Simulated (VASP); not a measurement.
# Te2Mo in VASP: relaxation of the atoms with LDA

Aim: the relaxation of the atoms of Te2Mo with LDA.

Program: VASP 6.6.1. These are calculated values, not measurements. Logs are shortened: lines on timing, memory, paths and dates and some standing lists are left out, and cuts for length are marked.

## 1. The cell of the first run

The cell holds a slab with vacuum, 3 atoms: a = 3.363 Å, b = 3.363 Å, c = 16.994 Å, α = 90.00°, β = 90.00°, γ = 120.00°.

## 2. Relaxation of the atoms, LDA (equal strain along all axes, cell held: -3.0 %)

INCAR

```
SYSTEM = Te2Mo
ALGO = Normal
EDIFF = 1E-7
EDIFFG = -0.008
ENCUT = 520
GGA = CA
IBRION = 2
ISIF = 2
ISMEAR = 0
LASPH = .TRUE.
LCHARG = .FALSE.
LREAL = .FALSE.
LWAVE = .FALSE.
NELM = 80
NSW = 60
PREC = Accurate
SIGMA = 0.02
```

KPOINTS

```
k-points
0
G
  12 12 2
  0 0 0
```

POSCAR

```
Te2Mo
1.0
    3.3625515809      0.0000000000      0.0000000000
   -1.6812757904      2.9120550906      0.0000000000
    0.0000000000      0.0000000000     16.9942169885
Te Mo
2 1
Direct
    0.3333333333      0.6666666667      0.8947884594
    0.3333333333      0.6666666667      0.1052115406
    0.0000000000      0.0000000000      0.0000000000
```

Potentials or basis: VASP PAW LDA potentials, release 64 (Te, Mo_sv).

Launch:

```sh
cat potpaw_LDA.64/Te/POTCAR potpaw_LDA.64/Mo_sv/POTCAR > POTCAR
mpirun -np 1 vasp_std > vasp.out
```

OUTCAR:

```text
SYSTEM = Te2Mo
   EDIFF = 1E-7
   EDIFFG = -0.008
   ENCUT = 520
   GGA = CA
   IBRION = 2
   ISIF = 2
   ISMEAR = 0
   LASPH = .TRUE.
   LREAL = .FALSE.
   NELM = 80
   NSW = 60
   PREC = Accurate

 ion  position               nearest neighbor table
   1  0.333  0.667  0.895-   3 2.64   3 2.64   3 2.64   2 3.58
   2  0.333  0.667  0.105-   3 2.64   3 2.64   3 2.64   1 3.58
   3  0.000  0.000  0.000-   1 2.64   2 2.64   1 2.64   2 2.64   1 2.64   2 2.64

  LATTYP: Found a hexagonal cell.
 ALAT       =     3.3625515809
 C/A-ratio  =     5.0539646990

  Lattice vectors:

 A1 = (   3.3625515809,   0.0000000000,   0.0000000000)
 A2 = (  -1.6812757904,   2.9120550906,   0.0000000000)
 A3 = (   0.0000000000,   0.0000000000,  16.9942169885)

Analysis of symmetry for initial positions (statically):
=====================================================================
 Subroutine PRICEL returns:
 Original cell was already a primitive cell.

 Routine SETGRP: Setting up the symmetry group for a
 hexagonal supercell.

 Subroutine GETGRP returns: Found 12 space group operations
 (whereof 12 operations were pure point group operations)
 out of a pool of 24 trial point group operations.

The static configuration has the point symmetry D_3h.

Analysis of symmetry for dynamics (positions and initial velocities):
=====================================================================
 Subroutine PRICEL returns:
 Original cell was already a primitive cell.

 Routine SETGRP: Setting up the symmetry group for a
 hexagonal supercell.

 Subroutine GETGRP returns: Found 12 space group operations
 (whereof 12 operations were pure point group operations)
 out of a pool of 24 trial point group operations.

The dynamic configuration has the point symmetry D_3h.

 Subroutine INISYM returns: Found 12 space group operations
 (whereof 12 operations are pure point group operations),
 and found     1 'primitive' translations

----------------------------------------------------------------------------------------

                                     Primitive cell

  volume of cell :     166.4063

  direct lattice vectors                    reciprocal lattice vectors
     3.362551581  0.000000000  0.000000000     0.297393207  0.171700048  0.000000000
    -1.681275790  2.912055091  0.000000000     0.000000000  0.343400097  0.000000000
     0.000000000  0.000000000 16.994216988     0.000000000  0.000000000  0.058843547

  length of vectors
     3.362551581  3.362551581 16.994216988     0.343400097  0.343400097  0.058843547

  position of ions in fractional coordinates (direct lattice)
     0.333333333  0.666666667  0.894788459
     0.333333333  0.666666667  0.105211541
     0.000000000  0.000000000  0.000000000

  ion indices of the primitive-cell ions
   primitive index   ion index
                 1           1
                 2           2
                 3           3

----------------------------------------------------------------------------------------

 KPOINTS: k-points

Automatic generation of k-mesh.
 Grid dimensions read from file:
 generate k-points for:   12   12    2

 Generating k-lattice:

  Cartesian coordinates                     Fractional coordinates (reciprocal lattice)
     0.024782767  0.014308337  0.000000000     0.083333333  0.000000000  0.000000000
     0.000000000  0.028616675  0.000000000     0.000000000  0.083333333  0.000000000
     0.000000000  0.000000000  0.029421773     0.000000000  0.000000000  0.500000000

  Length of vectors
     0.028616675  0.028616675  0.029421773

  Shift w.r.t. Gamma in fractional coordinates (k-lattice)
     0.000000000  0.000000000  0.000000000

 Subroutine IBZKPT returns following result:
 ===========================================

 Found     38 irreducible k-points:

 Following reciprocal coordinates:
            Coordinates               Weight
  0.000000  0.000000  0.000000      1.000000
  0.083333  0.000000  0.000000      6.000000
  0.166667  0.000000  0.000000      6.000000
  0.250000  0.000000  0.000000      6.000000
  0.333333  0.000000  0.000000      6.000000
  0.416667  0.000000  0.000000      6.000000
[... 16 lines left out ...]
  0.250000  0.000000  0.500000      6.000000
  0.333333  0.000000  0.500000      6.000000
 [... further k-points ...]
   k-points           NKPTS =     38   k-points in BZ     NKDIM =     38   number of bands    NBANDS=     17
   number of dos      NEDOS =    301   number of ions     NIONS =      3
   total plane-waves  NPLWV =  98784
   dimension x,y,z NGX =    28 NGY =   28 NGZ =  126
   dimension x,y,z NGXF=    56 NGYF=   56 NGZF=  252
   ions per type =               2   1
   NGX,Y,Z   is equivalent  to a cutoff of  13.84, 13.84, 12.33 a.u.
   NGXF,Y,Z  is equivalent  to a cutoff of  27.69, 27.69, 24.65 a.u.
 SYSTEM =  Te2Mo
   PREC   = accura    normal or accurate (medium, high low for compatibility)
   ISTART =      0    job   : 0-new  1-cont  2-samecut
   ICHARG =      2    charge: 1-file 2-atom 10-const
   ISPIN  =      1    spin polarized calculation?
   LNONCOLLINEAR =      F non collinear calculations
   LSORBIT =      F    spin-orbit coupling
   LASPH  =      T    aspherical Exc in radial PAW
   ENCUT  =  520.0 eV  38.22 Ry    6.18 a.u.   6.25  6.25 31.60*2*pi/ulx,y,z
   NELM   =     80;   NELMIN=  2; NELMDL= -5     # of ELM steps
   EDIFF  = 0.1E-06   stopping-criterion for ELM
   LREAL  =      F    real-space projection
   EDIFFG = -.8E-02   stopping-criterion for IOM
   NSW    =     60    number of steps for IOM
   IBRION =      2    ionic relax: 0-MD 1-quasi-New 2-CG
   NFREE  =      1    steps in history (QN), initial steepest desc. (CG)
   ISIF   =      2    stress and relaxation
   ISYM   =      2    0-nonsym 1-usesym 2-fastsym
   POTIM  = 0.5000    time-step for ionic-motion
   TEBEG  =    0.0;   TEEND  =   0.0 temperature during run
   PSTRESS=    0.0 pullay stress
   NELECT =      26.0000    total number of electrons
   NUPDOWN=      -1.0000    fix difference up-down
   EMIN   =  10.00;   EMAX   =-10.00  energy-range for DOS
   EFERMI =   0.00;   METHOD = LEGACY
   ISMEAR =     0;   SIGMA  =   0.02  broadening in eV -4-tet -1-fermi 0-gaus
   EFERMI_NEDOS =   21; number of points for ismear=-14 and -15
   IALGO  =     38    algorithm
   IMIX   =      4    mixing-type and parameters
     AMIX     =   0.40;   BMIX     =  1.00
     AMIX_MAG =   1.60;   BMIX_MAG =  1.00
  volume/ion in A,a.u.               =      55.47       374.32
  Fermi-wavevector in a.u.,A,eV,Ry     =   0.881744  1.666255 10.578165  0.777473
  Thomas-Fermi vector in A             =   2.002282
   LORBIT       =      0    0 simple, 1 ext, 2 COOP (PROOUT), +10 PAW based schemes
   GGA     = CA    functional components
   LHFCALC =     F    Hartree Fock is set to
   AEXX    =    0.0000 exact exchange contribution
   IVDW    =     0    specifies the selected vdW correction
   LEPSILON=     F    determine dielectric tensor
   LRPA    =     F    only Hartree local field effects (RPA)
 conjugate gradient relaxation of ions
 non-spin polarized calculation
 Gauss-broadening in eV      SIGMA  =   0.02
  energy-cutoff  :      520.00
  volume of cell :      166.41
 maximum number of plane-waves:      4528
 NGX is ok and might be reduce to    28
   NGX = 13   NGY = 13   NGZ = 63

--------------------------------------- Ionic step        1  -------------------------------------------

 number of electron      25.9999999 magnetization

 Free energy of the ion-electron system (eV)
  ---------------------------------------------------
  ext. energy  EPLUGINS =         0.00000000
  ---------------------------------------------------
  free energy    TOTEN  =       -20.35301004 eV

  energy without entropy =      -20.35301004  energy(sigma->0) =      -20.35301004

------------------------ aborting loop because EDIFF is reached ----------------------------------------

  FORCE on cell =-STRESS in cart. coord.  units (eV):
  Direction    XX          YY          ZZ          XY          YZ          ZX
  --------------------------------------------------------------------------------------
  -------------------------------------------------------------------------------------
  Total        3.6609439      3.6609439      2.9785696      0.0000000     -0.0000000     -0.0000000
  in kB       35.2479573     35.2479573     28.6779855      0.0000000     -0.0000000     -0.0000000
  external PRESSURE =      33.0579667 kB  Pullay stress =       0.0000000 kB
[... 59 lines left out ...]
  energy  without entropy=      -20.3940068829  energy(sigma->0) =      -20.39400688

--------------------------------------- Ionic step        3  -------------------------------------------

 number of electron      26.0000000 magnetization

 Free energy of the ion-electron system (eV)
  ---------------------------------------------------
  ext. energy  EPLUGINS =         0.00000000
  ---------------------------------------------------
  free energy    TOTEN  =       -20.39642849 eV

  energy without entropy =      -20.39642849  energy(sigma->0) =      -20.39642849

 E-fermi :   1.1290     XC(G=0):  -5.2740

 val. band max:        0.9216540227   @ k =   0.5000   0.0000   0.5000
 cond. band min:       1.9561828858   @ k =   0.2500   0.1667   0.0000
 fundamental gap:      1.0345288631
 Fermi energy:         1.1290443957

 k-point     1 :       0.0000    0.0000    0.0000
  band No.  band energies     occupation
      1     -59.3866      2.00000
      2     -33.8510      2.00000
      3     -33.5621      2.00000
      4     -33.5621      2.00000
      5     -12.4492      2.00000
      6     -11.5363      2.00000
[... 9 lines left out ...]
     16       4.8032      0.00000
     17       4.8032      0.00000
[... 443 lines left out ...]
      1     -59.3724      2.00000
      2     -33.8146      2.00000
      3     -33.7238      2.00000
      4     -33.5997      2.00000
      5     -10.8003      2.00000
      6     -10.3588      2.00000
[... 9 lines left out ...]
     16       3.5925      0.00000
     17       4.8051      0.00000

 [... further k-points ...]

------------------------ aborting loop because EDIFF is reached ----------------------------------------

  FORCE on cell =-STRESS in cart. coord.  units (eV):
  Direction    XX          YY          ZZ          XY          YZ          ZX
  --------------------------------------------------------------------------------------
  -------------------------------------------------------------------------------------
  Total        2.4724088      2.4724088     -0.0132871      0.0000000      0.0000000      0.0000000
  in kB       23.8046147     23.8046147     -0.1279296      0.0000000      0.0000000      0.0000000
  external PRESSURE =      15.8270999 kB  Pullay stress =       0.0000000 kB
[... 18 lines left out ...]
  FREE ENERGIE OF THE ION-ELECTRON SYSTEM (eV)
  ---------------------------------------------------
  free  energy   TOTEN  =       -20.3964284888 eV

  energy  without entropy=      -20.3964284888  energy(sigma->0) =      -20.39642849

 reached required accuracy - stopping structural energy minimisation
```

It took 7.1 min on 1 thread of Oxide Virtual Turin-like, shared host; peak memory 0.27 GiB.

Results:

```yaml
Free_energy: -20.3964 eV
Energy_gained_by_relaxing: 14.5 meV/atom
Ionic_steps: 3
Band_gap_on_the_k_mesh: 1.03 eV (least direct gap 1.48 eV)
```

Step by step:
```
step  energy change (eV)  largest force (eV/Å)  pressure (GPa)
   1              0.0000                0.8369            3.31
   2             -0.0410                0.1907            1.98
   3             -0.0434                0.0008            1.58
```

Final structure:
```xyz
3
Lattice="3.3626 0.0000 0.0000 -1.6813 2.9121 0.0000 0.0000 0.0000 16.9942" Properties=species:S:1:pos:R:3 pbc="T T T"
Te    0.0000    1.9414   15.1530
Te    0.0000    1.9414    1.8412
Mo    0.0000    0.0000    0.0000
```

Caveat: the cell differs from its parent crystal (equal strain along all axes, cell held: -3.0 %); there is no dipole correction, which matters where the two faces differ; spin-orbit coupling is left out, which moves the levels of the heavy elements.
